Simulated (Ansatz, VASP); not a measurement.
**Pt: VASP beside Ansatz**

INCAR

```
SYSTEM = Pt
PREC = Accurate ; ENCUT = 500
EDIFF = 1E-6 ; ISMEAR = 0
SIGMA = 0.1 ; LREAL = .False.
LASPH = .True. ; NELM = 120
ALGO = Normal ; ISIF = 2
LWAVE = .False. ; LCHARG = .False.
GGA = PE ; NBANDS = 11
GGA_COMPAT = .False.
```

The input KPOINTS:

```
regular mesh
0
Gamma
  8 8 8
  0 0 0
```

POSCAR

```
Pt
1.0
    0.0000000000      1.8852619183      1.8852619183
    1.8852619183      0.0000000000      1.8852619183
    1.8852619183      1.8852619183      0.0000000000
Pt
1
Direct
    0.0000000000      0.0000000000      0.0000000000
```

Input for Ansatz:

```yaml
crystal:
  lattice:
    - [0.0, 1.8852619183, 1.8852619183]
    - [1.8852619183, 0.0, 1.8852619183]
    - [1.8852619183, 1.8852619183, 0.0]
  atoms:
    - { symbol: Pt, position: [0.0, 0.0, 0.0] }
basis:
  ecutwfc: 420
kpoints:
  mp_grid: { grid: [8, 8, 8] }
hamiltonian:
  xc: pbe
scf:
  occupations: { method: gaussian, width: 0.1 }
output:
  forces: true
  stress: true
  eigenvalues: true
```

Alike in both runs: task single point; functional PBE; k mesh 8 × 8 × 8; occupations gaussian, width 0.1 eV; no spin polarisation.

|  | VASP | Ansatz |
| --- | --- | --- |
| version | VASP 6.6.1 | Ansatz 0.2.0 |
| potentials or method | VASP PAW PBE potentials, release 64 (Pt), cutoff 500 eV | scalar-relativistic, plane waves, PAW |
| valence electrons in the cell | 10 | 18 |

```tsv
	VASP	Ansatz	Ansatz less VASP
gap on the k mesh at the Fermi level (eV)	none	none	-
pressure (GPa)	57.0	57.7	+0.66
```

A gap of «none» marks a metal or a gap that the smearing closes. Both programs put the cell under a high pressure, so it lies far from rest at this level. VASP's potentials hold 10 valence electrons a cell and Ansatz's 18, so a difference there can come from the potentials and not from the codes.

The k mesh is coarse, so the values compare programs but aren't converged. Spin-orbit coupling is off throughout.
